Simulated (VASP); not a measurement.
Here is a VASP 6.6.1 calculation.

Contents of POSCAR:

```
Zr2O
1.0
    5.1154731073      0.0000000000      0.0000000000
    0.0000000000      5.1154731073      0.0000000000
    0.0000000000      0.0000000000      4.3481521412
Zr O
4 2
Direct
    0.2500000000      0.2500000000      0.7500000000
    0.7500000000      0.2500000000      0.2500000000
    0.2500000000      0.7500000000      0.2500000000
    0.7500000000      0.7500000000      0.7500000000
    0.0000000000      0.0000000000      0.0000000000
    0.5000000000      0.5000000000      0.5000000000
```

INCAR.step1

```
SYSTEM = Zr2O
ALGO = Normal
EDIFF = 1E-4
ENCUT = 520
GGA = PE
ISMEAR = 0
KPAR = 4
LASPH = .True.
LCHARG = .False.
LREAL = .False.
LWAVE = .True.
NBANDS = 39
NELM = 100
PREC = Accurate
SIGMA = 0.15
```

The input INCAR.step2:

```
SYSTEM = Zr2O
ALGO = Normal
EDIFF = 1E-6
ENCUT = 520
ISIF = 2
ISMEAR = 0
ISTART = 1
KPAR = 4
LASPH = .True.
LCHARG = .False.
LMIXTAU = .True.
LREAL = .False.
LWAVE = .False.
METAGGA = R2SCAN
NBANDS = 39
NELM = 100
PREC = Accurate
SIGMA = 0.15
```

Contents of KPOINTS:

```
k-points
0
Gamma
  12 12 12
  0 0 0
```

Potentials or basis: VASP PAW PBE potentials, release 64 (Zr_sv, O).

Run with:

```console
$ cat potpaw_PBE.64/Zr_sv/POTCAR potpaw_PBE.64/O/POTCAR > POTCAR
$ cp INCAR.step1 INCAR
$ mpirun -np 4 vasp_std > vasp.out
$ cp INCAR.step2 INCAR
$ mpirun -np 4 vasp_std > vasp.out
```

Estimate the pressure.

-1.3 GPa.

Predict the band gap on the k mesh.

zero (bands 30 and 31 overlap by 1.34 eV).

Stress tensor (GPa, compression positive):
```
-3.98  0.00  0.00
 0.00 -3.98  0.00
 0.00  0.00  4.16
```

Caveat: the stress differs along the axes, from -4 to 4 GPa; the PAW data sets were made with another functional, which shifts forces and pressure a little.
